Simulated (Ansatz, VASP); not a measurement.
# EuOs3 in VASP and in Ansatz

```
Eu Os
1.0
     4.06343    0.00000    0.00000
     0.00000    4.06343    0.00000
     0.00000    0.00000    4.06343
Eu Os
1 3
Direct
  0.00000 0.00000 0.00000
  0.00000 0.50000 0.50000
  0.50000 0.50000 0.00000
  0.50000 0.00000 0.50000
```

Alike in both runs: task single point; functional LDA; k mesh 8 × 8 × 8; occupations gaussian, width 0.05 eV; collinear spin.

|  | VASP | Ansatz |
| --- | --- | --- |
| version | VASP 6.6.1 | Ansatz 0.2.0 |
| potentials or method | VASP PAW PBE potentials, release 64 (Eu, Os), cutoff 520 eV | scalar-relativistic, plane waves, PAW |
| valence electrons in the cell | 41 | 65 |

|  | VASP | Ansatz | Ansatz less VASP |
| --- | --- | --- | --- |
| gap on the k mesh at the Fermi level (eV) | none | none | - |
| pressure (GPa) | -11.4 | -13.1 | -1.76 |
| net moment per atom (μB) | 1.36 | 1.36 | -0.001 |
| size of the moment on the site where the two differ most (μB) | 6.04 | 6.10 | +0.059 |

VASP's potentials were made for PBE, not for LDA. LDA's correlation is that of Perdew and Zunger in VASP and of Perdew and Wang (1992) in Ansatz. Site moments also hang on the region over which each program counts them. A gap of «none» marks a metal or a gap that the smearing closes. VASP's potentials hold 41 valence electrons a cell and Ansatz's 65, so a difference there can come from the potentials and not from the codes.

Spin-orbit coupling is off throughout.
